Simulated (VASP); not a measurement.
# HgTe (I-4m2) in VASP: single point with r2SCAN

Aim: the single point of HgTe with r2SCAN.

All numbers are computed with VASP 6.6.1; they aren't measurements. Logs are shortened: lines on timing, memory, paths and dates and some standing lists are left out, and cuts for length are marked.

### 1 The cell of the first run

It takes space group I-4m2 (No. 119, tetragonal). Conventional cell: a = 6.132 Å, b = 6.132 Å, c = 3.139 Å, α = 90.00°, β = 90.00°, γ = 90.00°. Hg (site symmetry -4m2) has 2 Hg at 3.14 Å and 8 Te at 3.16 to 3.87 Å within 4.1 Å. Te (site symmetry -4m2) has 2 Te at 3.14 Å and 8 Hg at 3.16 to 3.87 Å within 4.1 Å.

### 2 Single point, r2SCAN

POSCAR reads:

```
HgTe
1.0
   -3.0657731441      3.0657731441      1.5697375195
    3.0657731441     -3.0657731441      1.5697375195
    3.0657731441      3.0657731441     -1.5697375195
Hg Te
1 1
Direct
    0.7500000000      0.2500000000      0.5000000000
    0.0000000000      0.0000000000      0.0000000000
```

INCAR.step1 reads:

```
SYSTEM = HgTe
PREC = Accurate
ENCUT = 520
ISMEAR = -1
SIGMA = 0.05
LREAL = .FALSE.
LASPH = .TRUE.
NELM = 60
NBANDS = 16
GGA = PE
ALGO = Normal
EDIFF = 1E-4
LWAVE = .TRUE.
LCHARG = .FALSE.
```

INCAR.step2 reads:

```
SYSTEM = HgTe
PREC = Accurate
ENCUT = 520
EDIFF = 1E-7
ISMEAR = -1
SIGMA = 0.05
LREAL = .FALSE.
LASPH = .TRUE.
NELM = 60
ALGO = Normal
ISIF = 2
LWAVE = .FALSE.
LCHARG = .FALSE.
METAGGA = R2SCAN
LMIXTAU = .TRUE.
NBANDS = 16
ISTART = 1
```

KPOINTS reads:

```
Automatic mesh
0
G
  10 10 10
  0 0 0
```

Potentials or basis: VASP PAW PBE potentials, release 64 (Hg, Te).

Command:

```sh
$ cat potpaw_PBE.64/Hg/POTCAR potpaw_PBE.64/Te/POTCAR > POTCAR
$ cp INCAR.step1 INCAR
$ mpirun -np 1 vasp_std > vasp.out
$ cp INCAR.step2 INCAR
$ mpirun -np 1 vasp_std > vasp.out
```

OUTCAR:

```text
SYSTEM = HgTe
   PREC = Accurate
   ENCUT = 520
   EDIFF = 1E-7
   ISMEAR = -1
   LREAL = .FALSE.
   LASPH = .TRUE.
   NELM = 60
   ISIF = 2
   METAGGA = R2SCAN
   ISTART = 1

 ion  position               nearest neighbor table
   1  0.750  0.250  0.500-   2 3.16   2 3.16   2 3.16   2 3.16
   2  0.000  0.000  0.000-   1 3.16   1 3.16   1 3.16   1 3.16

  LATTYP: Found a body centered tetragonal cell.
 ALAT       =     6.1315462882
 C/A-ratio  =     0.5120201156

  Lattice vectors:

 A1 = (  -3.0657731441,   3.0657731441,   1.5697375195)
 A2 = (   3.0657731441,  -3.0657731441,   1.5697375195)
 A3 = (   3.0657731441,   3.0657731441,  -1.5697375195)

Analysis of symmetry for initial positions (statically):
=====================================================================
 Subroutine PRICEL returns:
 Original cell was already a primitive cell.

 Routine SETGRP: Setting up the symmetry group for a
 body centered tetragonal supercell.

 Subroutine GETGRP returns: Found  8 space group operations
 (whereof  8 operations were pure point group operations)
 out of a pool of 16 trial point group operations.

The static configuration has the point symmetry D_2d.

Analysis of symmetry for dynamics (positions and initial velocities):
=====================================================================
 Subroutine PRICEL returns:
 Original cell was already a primitive cell.

 Routine SETGRP: Setting up the symmetry group for a
 body centered tetragonal supercell.

 Subroutine GETGRP returns: Found  8 space group operations
 (whereof  8 operations were pure point group operations)
 out of a pool of 16 trial point group operations.

The dynamic configuration has the point symmetry D_2d.

 Subroutine INISYM returns: Found  8 space group operations
 (whereof  8 operations are pure point group operations),
 and found     1 'primitive' translations

----------------------------------------------------------------------------------------

                                     Primitive cell

  volume of cell :      59.0156

  direct lattice vectors                    reciprocal lattice vectors
    -3.065773144  3.065773144  1.569737520     0.000000000  0.163090997  0.318524590
     3.065773144 -3.065773144  1.569737520     0.163090997  0.000000000  0.318524590
[... 76 lines left out ...]
   PREC   = accura    normal or accurate (medium, high low for compatibility)
   ISTART =      1    job   : 0-new  1-cont  2-samecut
   ICHARG =      0    charge: 1-file 2-atom 10-const
   ISPIN  =      1    spin polarized calculation?
   LNONCOLLINEAR =      F non collinear calculations
   LSORBIT =      F    spin-orbit coupling
   LASPH  =      T    aspherical Exc in radial PAW
   ENCUT  =  520.0 eV  38.22 Ry    6.18 a.u.   8.57  8.57  8.57*2*pi/ulx,y,z
   NELM   =     60;   NELMIN=  2; NELMDL=  0     # of ELM steps
   EDIFF  = 0.1E-06   stopping-criterion for ELM
   LREAL  =      F    real-space projection
   EDIFFG = 0.1E-05   stopping-criterion for IOM
   NSW    =      0    number of steps for IOM
   IBRION =     -1    ionic relax: 0-MD 1-quasi-New 2-CG
   NFREE  =      0    steps in history (QN), initial steepest desc. (CG)
   ISIF   =      2    stress and relaxation
   ISYM   =      2    0-nonsym 1-usesym 2-fastsym
   POTIM  = 0.5000    time-step for ionic-motion
   TEBEG  =    0.0;   TEEND  =   0.0 temperature during run
   PSTRESS=    0.0 pullay stress
   NELECT =      18.0000    total number of electrons
   NUPDOWN=      -1.0000    fix difference up-down
   EMIN   =  10.00;   EMAX   =-10.00  energy-range for DOS
   EFERMI =   0.00;   METHOD = LEGACY
   ISMEAR =    -1;   SIGMA  =   0.05  broadening in eV -4-tet -1-fermi 0-gaus
   EFERMI_NEDOS =   21; number of points for ismear=-14 and -15
   IALGO  =     38    algorithm
   IMIX   =      4    mixing-type and parameters
     AMIX     =   0.40;   BMIX     =  1.00
     AMIX_MAG =   1.60;   BMIX_MAG =  1.00
  volume/ion in A,a.u.               =      29.51       199.13
  Fermi-wavevector in a.u.,A,eV,Ry     =   1.101987  2.082454 16.522593  1.214376
  Thomas-Fermi vector in A             =   2.238423
   LORBIT       =      0    0 simple, 1 ext, 2 COOP (PROOUT), +10 PAW based schemes
   METAGGA = R2SCAN    functional components
   LHFCALC =     F    Hartree Fock is set to
   AEXX    =    0.0000 exact exchange contribution
   IVDW    =     0    specifies the selected vdW correction
   LEPSILON=     F    determine dielectric tensor
   LRPA    =     F    only Hartree local field effects (RPA)
 non-spin polarized calculation
  energy-cutoff  :      520.00
  volume of cell :       59.02
 maximum number of plane-waves:      1614
 NGX is ok and might be reduce to    36
   NGX = 17   NGY = 17   NGZ = 17

 number of electron      18.0000003 magnetization

 Free energy of the ion-electron system (eV)
  ---------------------------------------------------
  ext. energy  EPLUGINS =         0.00000000
  ---------------------------------------------------
  free energy    TOTEN  =       -74.70185450 eV

  energy without entropy =      -74.69217378  energy(sigma->0) =      -74.69701414

 E-fermi :   4.0855     XC(G=0): -10.2443

 val. band max:        4.0695190515   @ k =  -0.3000  -0.4000   0.1000
 cond. band min:       4.1095939228   @ k =   0.5000   0.0000  -0.0000
 fundamental gap:      0.0400748713
 Fermi energy:         4.0854743980

 k-point     1 :       0.0000    0.0000    0.0000
  band No.  band energies     occupation
      1      -8.7067      2.00000
      2      -3.6366      2.00000
      3      -2.9187      2.00000
      4      -2.8598      2.00000
      5      -2.4722      2.00000
      6      -2.4722      2.00000
[... 433 lines left out ...]
      3      -2.9796      2.00000
      4      -2.7847      2.00000
      5      -2.7060      2.00000
      6      -2.6985      2.00000
[... 8 lines left out ...]
     15      14.4529      0.00000
     16      15.6149      0.00000

 [... further k-points ...]
[... 5 lines left out ...]
  --------------------------------------------------------------------------------------
  -------------------------------------------------------------------------------------
  Total       -1.1837711     -1.1837711      0.4160615      0.0000000     -0.0000000      0.0000000
  in kB      -32.1374375    -32.1374375     11.2953862      0.0000000     -0.0000000      0.0000000
  external PRESSURE =     -17.6598296 kB  Pullay stress =       0.0000000 kB

 VOLUME and BASIS-vectors are now :
 -----------------------------------------------------------------------------
  energy-cutoff  :      520.00
  volume of cell :       59.02
      direct lattice vectors                 reciprocal lattice vectors
    -3.065773144  3.065773144  1.569737520     0.000000000  0.163090997  0.318524590
     3.065773144 -3.065773144  1.569737520     0.163090997  0.000000000  0.318524590
     3.065773144  3.065773144 -1.569737520     0.163090997  0.163090997  0.000000000

 POSITION                                       TOTAL-FORCE (eV/Angst)
 -----------------------------------------------------------------------------------
     -0.00000      3.06577      0.78487        -0.000000      0.000000      0.000000
      0.00000      0.00000      0.00000         0.000000     -0.000000     -0.000000
 -----------------------------------------------------------------------------------
    total drift:                               -0.000000      0.000000     -0.000000

  FREE ENERGIE OF THE ION-ELECTRON SYSTEM (eV)
  ---------------------------------------------------
  free  energy   TOTEN  =       -74.7018544959 eV

  energy  without entropy=      -74.6921737799  energy(sigma->0) =      -74.69701414
```

OUTCAR.step1:

```text
SYSTEM = HgTe
   PREC = Accurate
   ENCUT = 520
   ISMEAR = -1
   LREAL = .FALSE.
   LASPH = .TRUE.
[... 678 lines left out ...]
     -0.00000      3.06577      0.78487        -0.000000      0.000000     -0.000000
      0.00000      0.00000      0.00000         0.000000     -0.000000      0.000000
 -----------------------------------------------------------------------------------
    total drift:                               -0.000000      0.000000      0.000000

  FREE ENERGIE OF THE ION-ELECTRON SYSTEM (eV)
  ---------------------------------------------------
  free  energy   TOTEN  =        -3.2444978558 eV

  energy  without entropy=       -3.2346036809  energy(sigma->0) =       -3.23955077
```

OSZICAR.step1:

```text
N       E                     dE             d eps       ncg     rms          rms(c)
DAV:   1     0.978918194676E+02    0.97892E+02   -0.78047E+03  3264   0.968E+02
DAV:   2    -0.423588471075E+00   -0.98315E+02   -0.91364E+02  3856   0.227E+02
DAV:   3    -0.339721738236E+01   -0.29736E+01   -0.29658E+01  4080   0.394E+01
DAV:   4    -0.341053713203E+01   -0.13320E-01   -0.13319E-01  4104   0.284E+00
DAV:   5    -0.341069791580E+01   -0.16078E-03   -0.16078E-03  4216   0.315E-01    0.698E+00
DAV:   6    -0.324695288999E+01    0.16375E+00   -0.33198E-01  3816   0.682E+00    0.484E+00
DAV:   7    -0.324490540260E+01    0.20475E-02   -0.38717E-02  3912   0.141E+00    0.183E+00
DAV:   8    -0.324447096679E+01    0.43444E-03   -0.37481E-03  3752   0.635E-01    0.237E-01
DAV:   9    -0.324449785577E+01   -0.26889E-04   -0.39687E-04  4256   0.194E-01
   1 F= -.32444979E+01 E0= -.32395508E+01  d E =-.989417E-02
```

It took 7.8 min on 1 thread of Intel Xeon 8259CL, shared host; peak memory 0.28 GiB.

What came out:

| Quantity | Value |
| --- | --- |
| Free energy | -74.7019 eV |
| Pressure | -1.8 GPa |
| Band gap on the k mesh | zero (bands 9 and 10 overlap by 3.38 eV) |

Stress tensor (GPa, compression positive):
```
-3.21  0.00  0.00
 0.00 -3.21  0.00
 0.00  0.00  1.13
```

Caveat: the PAW data sets were made with another functional, which shifts forces and pressure a little; spin-orbit coupling is left out, which moves the levels of the heavy elements.
